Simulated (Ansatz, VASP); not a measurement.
# AlN: VASP beside Ansatz

Contents of INCAR:

```
PREC = Accurate ; ENCUT = 520
EDIFF = 1E-6 ; ISMEAR = 0
SIGMA = 0.05 ; LREAL = F
LASPH = T ; NELM = 60
ALGO = Normal ; ISIF = 2
LWAVE = F ; LCHARG = T
GGA = PE ; LELF = T
LVHAR = T ; NBANDS = 26
```

The input KPOINTS:

```
Automatic mesh
0
Gamma
  8 8 3
```

Contents of POSCAR:

```
AlN
1.0
   -3.1110021516      0.0000000000      0.0000000000
   -1.5555010758     -2.6942068945      0.0000000000
   -0.9333006455      0.0000000000      9.9560000000
Al N
4 4
Direct
    0.0622083333      0.3333333333      0.9037500000
    0.2122083333      0.3333333333      0.4037500000
    0.6205416667      0.6666666667      0.1537500000
    0.4705416667      0.6666666667      0.6537500000
    0.3044583333      0.3333333333      0.0962500000
    0.1544583333      0.3333333333      0.5962500000
    0.5627916667      0.6666666667      0.3462500000
    0.4127916667      0.6666666667      0.8462500000
```

Input for Ansatz:

```yaml
crystal:
  lattice:
    - [-3.1110021516, 0.0, 0.0]
    - [-1.5555010758, -2.6942068945, 0.0]
    - [-0.9333006455, 0.0, 9.956]
  atoms:
    - { symbol: Al, position: [0.0622083333, 0.3333333333, 0.90375] }
    - { symbol: Al, position: [0.2122083333, 0.3333333333, 0.40375] }
    - { symbol: Al, position: [0.6205416667, 0.6666666667, 0.15375] }
    - { symbol: Al, position: [0.4705416667, 0.6666666667, 0.65375] }
    - { symbol: "N", position: [0.3044583333, 0.3333333333, 0.09625] }
    - { symbol: "N", position: [0.1544583333, 0.3333333333, 0.59625] }
    - { symbol: "N", position: [0.5627916667, 0.6666666667, 0.34625] }
    - { symbol: "N", position: [0.4127916667, 0.6666666667, 0.84625] }
basis:
  ecutwfc: 420
kpoints:
  mp_grid: { grid: [8, 8, 3] }
hamiltonian:
  xc: pbe
scf:
  occupations: { method: gaussian, width: 0.05 }
output:
  forces: true
  stress: true
  eigenvalues: true
```

Alike in both runs: task single point; functional PBE; k mesh 8 × 8 × 3; occupations gaussian, width 0.05 eV; no spin polarisation.

```csv
,VASP,Ansatz
version,VASP 6.6.1,Ansatz 0.2.0
potentials or method,"VASP PAW PBE potentials, release 64 (Al, N), cutoff 520 eV","scalar-relativistic, plane waves, PAW"
valence electrons in the cell,32,32
```

```csv
,VASP,Ansatz,Ansatz less VASP
gap on the k mesh at the Fermi level (eV),3.43,3.43,-0.007
least direct gap on the mesh (eV),3.43,3.43,-0.007
pressure (GPa),2.9,3.2,+0.27
"traceless stress, the component that is largest in VASP (GPa)",6.54,6.51,-0.028
rms of the force components (eV/Å),0.472,0.472,-0.0001
```

Atom by atom the forces differ by 0.003 eV/Å (rms over components).
